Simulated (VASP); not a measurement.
Set up this calculation in VASP 6.6.1, as the native input.

| Property | Result |
| --- | --- |
| Task | single point |
| Functional | LDA |
| Potentials or basis | VASP PAW LDA potentials, release 64 (Si) |
| Cutoff | 520 eV |
| k mesh | 24 × 24 × 14 |
| Occupations | gaussian, width 0.15 eV |
| Spin | no spin polarisation |
| Dipole correction | no |
| Further INCAR settings | ALGO = Normal; EDIFF = 1e-06; NBANDS = 11 |

The structure of Si lies in POSCAR:

```
Si
1.0
   -1.6356629409     -1.6356629409      1.3048122898
   -1.6356629409      1.6356629409      1.3048122898
   -3.2713258818      0.0000000000     -2.6096245796
Si
2
Direct
    0.5115245507      0.5115245507      0.5015016495
   -0.0115245507     -0.0115245507     -0.0015016495
```

This cell differs from its parent crystal: atoms displaced along a vibrational mode.

The input as run:

INCAR

```
PREC     = Accurate       # precision mode
ENCUT    = 520            # plane-wave cutoff, eV
EDIFF    = 1E-6           # SCF threshold, eV
ISMEAR   = 0              # smearing method
SIGMA    = 0.15           # smearing width, eV
LREAL    = F              # projectors in reciprocal space
LASPH    = T              # aspherical terms in the spheres
NELM     = 60             # most SCF steps
ALGO     = Normal         # electronic algorithm
ISIF     = 2              # what is computed and relaxed
LWAVE    = F              # write WAVECAR
LCHARG   = T              # write CHGCAR
GGA      = CA             # functional
LELF     = T              # ELF
LVHAR    = T            
NBANDS   = 11             # bands
```

KPOINTS

```
Automatic mesh
0
Gamma
  24 24 14
```

Potentials or basis: VASP PAW LDA potentials, release 64 (Si).

Run with:

```bash
$ cat potpaw_LDA.64/Si/POTCAR > POTCAR
$ mpirun -np 1 vasp_std > vasp.out
```

Results of the run:

```yaml
Pressure: 0.1 GPa
Largest_force: 0.030 eV/Å
Band_gap_on_the_k_mesh: zero (bands 4 and 5 overlap by 8.85 eV)
```

Caveat: the cell differs from its parent crystal (atoms displaced along a vibrational mode).

It took 2.8 min on 1 thread of AMD EPYC 9R45 96-Core Processor (Zen 5), with other jobs on the host, peak memory 0.52 GiB.
